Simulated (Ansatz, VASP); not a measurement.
## Two plane-wave programs on Ru

```
CELL_PARAMETERS angstrom
2.68952 0.00000 0.00000
-1.34476 2.32920 0.00000
0.00000 0.00000 4.31570
ATOMIC_POSITIONS crystal
Ru 0.33333 0.66667 0.25000
Ru 0.66667 0.33333 0.75000
```

Change from the starting cell: strain +0.0150 x Voigt [0, 0, 1, 0, 0, 0], atoms carried along.

Alike in both runs: task single point; functional PBEsol; k mesh 24 × 24 × 14; occupations gaussian, width 0.15 eV; no spin polarisation.

|  | VASP | Ansatz |
| --- | --- | --- |
| version | VASP 6.6.1 | Ansatz 0.2.0 |
| potentials or method | VASP PAW PBE potentials, release 64 (Ru_pv), cutoff 520 eV | scalar-relativistic, plane waves, PAW |
| valence electrons in the cell | 28 | 32 |

```tsv
	VASP	Ansatz	Ansatz less VASP
gap on the k mesh at the Fermi level (eV)	none	none	-
pressure (GPa)	-5.1	-5.0	+0.06
traceless stress, the component that is largest in VASP (GPa)	-5.30	-5.32	-0.017
```

VASP's potentials were made for PBE, not for PBEsol. A gap of «none» marks a metal or a gap that the smearing closes. VASP's potentials hold 28 valence electrons a cell and Ansatz's 32, so a difference there can come from the potentials and not from the codes.
